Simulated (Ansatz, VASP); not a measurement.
# Ir in VASP and in Ansatz

```xyz
1
Lattice="0.0000 1.9197 1.9197 1.9197 0.0000 1.9197 1.9197 1.9197 0.0000" Properties=species:S:1:pos:R:3 pbc="T T T"
Ir    0.0000    0.0000    0.0000
```

Alike in both runs: task relaxation of cell and atoms; functional RPBE; k mesh 14 × 14 × 14; occupations fermi-dirac, width 0.05 eV; collinear spin.

|  | VASP | Ansatz |
| --- | --- | --- |
| version | VASP 6.6.1 | Ansatz 0.2.0 |
| potentials or method | VASP PAW PBE potentials, release 64 (Ir), cutoff 600 eV | plane waves (420 eV) with PAW, scalar-relativistic |
| valence electrons in the cell | 9 | 17 |

Ansatz gave:

* net moment per atom (μB): 0.00
* relaxed volume (Å³/atom): 14.68
* relaxed cell length with the largest relative difference (Å): 2.749

**Question.** Which values does VASP return?

**Answer.** net moment per atom (μB): 0.00; relaxed volume (Å³/atom): 14.71; relaxed cell length with the largest relative difference (Å): 2.750.

VASP's potentials were made for PBE, not for RPBE. VASP's potentials hold 9 valence electrons a cell and Ansatz's 17, so a difference there can come from the potentials and not from the codes. Ansatz's warnings: seeded moment not kept.

Spin-orbit coupling is off throughout.
